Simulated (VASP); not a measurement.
# CO2: single point with r2SCAN

The system is CO2.

```
CELL_PARAMETERS angstrom
2.61991 -2.37987 0.00000
2.61991 2.37987 0.00000
0.00000 0.00000 6.42703
ATOMIC_POSITIONS crystal
C 0.00000 0.00000 0.00000
C 0.50000 0.50000 0.50000
O 0.80444 0.19556 0.89217
O 0.19556 0.80444 0.10783
O 0.69556 0.30444 0.39217
O 0.30444 0.69556 0.60783
```

This cell differs from its parent crystal: uniaxial x strain -0.9%.

- Program: VASP 6.6.1
- Task: single point
- Functional: r2SCAN
- Potentials or basis: VASP PAW PBE potentials, release 64 (C, O)
- Cutoff: 520 eV
- k mesh: 8 × 8 × 4
- Occupations: gaussian, width 0.01 eV
- Spin: no spin polarisation

```
Pressure               : 2.7 GPa
Largest force          : 0.707 eV/Å
Band gap on the k mesh : 7.29 eV (least direct gap 7.88 eV)
```

Forces on the atoms (eV/Å):
```
C    0.000  0.000  0.000
C    0.000  0.000  0.000
O    0.000  0.567 -0.422
O    0.000 -0.567  0.422
O    0.000 -0.567 -0.422
O    0.000  0.567  0.422
```

Stress tensor (GPa, compression positive):
```
0.68 0.00 0.00
0.00 4.72 0.00
0.00 0.00 2.83
```

Levels at points of the mesh, in eV from the valence-band top:
```csv
k point,band 14,band 15,band 16,band 17,band 18,band 19
"(0.00, 0.00, 0.00)",-1.03,-0.68,-0.59,7.29,7.74,8.40
"(0.50, 0.00, 0.00)",-0.77,-0.32,-0.32,8.27,8.27,9.36
"(0.50, 0.50, 0.00)",-0.69,-0.35,0.00,8.52,9.71,9.77
"(0.00, 0.00, 0.50)",-0.89,-0.79,-0.79,8.11,8.11,8.47
"(0.50, 0.00, 0.50)",-0.85,-0.28,-0.28,8.36,8.36,9.43
"(0.50, 0.50, 0.50)",-0.74,-0.32,-0.32,9.16,9.16,9.73
```

It took 9.9 min on 1 thread of Intel Xeon 8259CL (shared host), peak memory 0.25 GiB.

Caveat: the cell differs from its parent crystal (uniaxial x strain -0.9%); the PAW data sets were made with another functional, which shifts forces and pressure a little. A k mesh can miss the band edges.
